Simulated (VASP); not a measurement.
# Cr (Im-3m) in VASP: a series of runs, part 2 of 2

VASP 6.6.1. The steps go on from the part before.

## (5) Single point, PBE, collinear spin, ferromagnetic start

The input, INCAR:

```
SYSTEM = Cr
PREC     = Accurate       ! precision mode
ENCUT    = 520            ! plane-wave cutoff, eV
EDIFF    = 1E-6           ! SCF threshold, eV
ISMEAR   = 1              ! smearing method
SIGMA    = 0.6            ! smearing width, eV
LREAL    = .False.        ! projectors in reciprocal space
LASPH    = .True.         ! aspherical terms in the spheres
NELM     = 150            ! most SCF steps
ALGO     = Normal         ! electronic algorithm
ISIF     = 2              ! what is computed and relaxed
LWAVE    = .False.        ! write WAVECAR
LCHARG   = .False.        ! write CHGCAR
ISPIN    = 2              ! spin polarisation
MAGMOM   = 1.5            ! initial moments
LORBIT   = 11             ! projections on sites
LMAXMIX  = 4              ! l up to which the mixer works
GGA      = PE             ! functional
NBANDS   = 16             ! bands
```

The input, KPOINTS:

```
regular mesh
0
Gamma
  15 15 15
  0 0 0
```

The input, POSCAR:

```
Cr
1.0
   -1.4240148648      1.4240148648      1.4240148648
    1.4240148648     -1.4240148648      1.4240148648
    1.4240148648      1.4240148648     -1.4240148648
Cr
1
Direct
    0.0000000000      0.0000000000      0.0000000000
```

Potentials or basis: VASP PAW PBE potentials, release 64 (Cr_pv).

Run with:

```bash
cat potpaw_PBE.64/Cr_pv/POTCAR > POTCAR
mpirun -np 1 vasp_std > vasp.out
```

OUTCAR:

```text
SYSTEM = Cr
   PREC = Accurate
   ENCUT = 520
   EDIFF = 1E-6
   ISMEAR = 1
   LREAL = .False.
   LASPH = .True.
   NELM = 150
   ISIF = 2
   ISPIN = 2
   LORBIT = 11
   GGA = PE

 ion  position               nearest neighbor table
   1  0.000  0.000  0.000-

  LATTYP: Found a body centered cubic cell.
 ALAT       =     2.8480297296

  Lattice vectors:

 A1 = (  -1.4240148648,   1.4240148648,   1.4240148648)
 A2 = (   1.4240148648,  -1.4240148648,   1.4240148648)
 A3 = (   1.4240148648,   1.4240148648,  -1.4240148648)

Analysis of symmetry for initial positions (statically):
=====================================================================
 Subroutine PRICEL returns:
 Original cell was already a primitive cell.

 Routine SETGRP: Setting up the symmetry group for a
 body centered cubic supercell.

 Subroutine GETGRP returns: Found 48 space group operations
 (whereof 48 operations were pure point group operations)
 out of a pool of 48 trial point group operations.

The static configuration has the point symmetry O_h .

Analysis of symmetry for dynamics (positions and initial velocities):
[... 642 lines left out ...]
 k-point     1 :       0.0000    0.0000    0.0000
  band No.  band energies     occupation
      1     -31.7608      1.00000
      2     -31.7608      1.00000
      3     -31.7608      1.00000
      4       3.1154      1.00000
      5      10.0565      1.02635
      6      10.0565      1.02635
[... 435 lines left out ...]
      5       8.6126      1.00000
      6       9.8457      1.01155
[... 8 lines left out ...]
     15      40.2390      0.00000
     16      45.3242      0.00000

 [... further k-points ...]

------------------------ aborting loop because EDIFF is reached ----------------------------------------

  FORCE on cell =-STRESS in cart. coord.  units (eV):
  Direction    XX          YY          ZZ          XY          YZ          ZX
  --------------------------------------------------------------------------------------
  -------------------------------------------------------------------------------------
  Total       -0.0723697     -0.0723697     -0.0723697      0.0000000     -0.0000000      0.0000000
  in kB      -10.0383807    -10.0383807    -10.0383807      0.0000000     -0.0000000      0.0000000
  external PRESSURE =     -10.0383807 kB  Pullay stress =       0.0000000 kB

 VOLUME and BASIS-vectors are now :
 -----------------------------------------------------------------------------
  energy-cutoff  :      520.00
  volume of cell :       11.55
      direct lattice vectors                 reciprocal lattice vectors
    -1.424014865  1.424014865  1.424014865     0.000000000  0.351119930  0.351119930
     1.424014865 -1.424014865  1.424014865     0.351119930  0.000000000  0.351119930
     1.424014865  1.424014865 -1.424014865     0.351119930  0.351119930  0.000000000

 POSITION                                       TOTAL-FORCE (eV/Angst)
 -----------------------------------------------------------------------------------
      0.00000      0.00000      0.00000         0.000000     -0.000000      0.000000
 -----------------------------------------------------------------------------------
    total drift:                                0.000000      0.000000      0.000000

  FREE ENERGIE OF THE ION-ELECTRON SYSTEM (eV)
  ---------------------------------------------------
  free  energy   TOTEN  =        -9.5057948648 eV

  energy  without entropy=       -9.5387094322  energy(sigma->0) =       -9.51676639

 total charge

# of ion       s       p       d       tot
------------------------------------------
    1        0.441   6.406   4.211  11.058

 magnetization (x)

# of ion       s       p       d       tot
------------------------------------------
    1        0.000  -0.000  -0.000  -0.000
```

OSZICAR:

```text
N       E                     dE             d eps       ncg     rms          rms(c)
DAV:   1     0.804205759709E+02    0.80421E+02   -0.61090E+03  7856   0.851E+02
DAV:   2    -0.930429666887E+01   -0.89725E+02   -0.85404E+02  8416   0.248E+02
DAV:   3    -0.107923712062E+02   -0.14881E+01   -0.14854E+01  8776   0.351E+01
DAV:   4    -0.107972920903E+02   -0.49209E-02   -0.49208E-02  8936   0.200E+00
DAV:   5    -0.107973269795E+02   -0.34889E-04   -0.34888E-04  8656   0.151E-01    0.149E+01
DAV:   6    -0.950869954227E+01    0.12886E+01   -0.20894E+00  7872   0.264E+01    0.295E+00
DAV:   7    -0.951373002064E+01   -0.50305E-02   -0.61835E-02  8048   0.233E+00    0.156E+00
DAV:   8    -0.950838997065E+01    0.53400E-02   -0.30897E-03  8960   0.579E-01    0.905E-01
DAV:   9    -0.950568536120E+01    0.27046E-02   -0.11119E-03  8504   0.393E-01    0.166E-01
DAV:  10    -0.950579611573E+01   -0.11075E-03   -0.20556E-04  8520   0.118E-01    0.448E-02
DAV:  11    -0.950579959619E+01   -0.34805E-05   -0.53892E-06  9056   0.245E-02    0.206E-02
DAV:  12    -0.950579549369E+01    0.41025E-05   -0.88763E-07  6776   0.778E-03    0.491E-03
DAV:  13    -0.950579486478E+01    0.62891E-06   -0.25042E-07  4088   0.549E-03
   1 F= -.95057949E+01 E0= -.95167664E+01  d E =0.329146E-01  mag=    -0.0000
```

Run time: 45 s. Hardware: 1 thread of Intel Xeon 8259CL, shared host; peak memory 0.15 GiB.

What came out:

| Quantity | Value |
| --- | --- |
| Free energy | -9.5058 eV |
| Pressure | -1.0 GPa |
| Band gap on the k mesh | zero (filled and empty bands overlap) |
| Net moment | 0.00 μB per cell |
| Valence electrons inside the program's atomic spheres | Cr 11.06 |

Caveat: so wide a smearing shifts energies and pressures; an empty level that is flat over the whole mesh can mark a ghost state of the potentials, or a narrow d or f band.
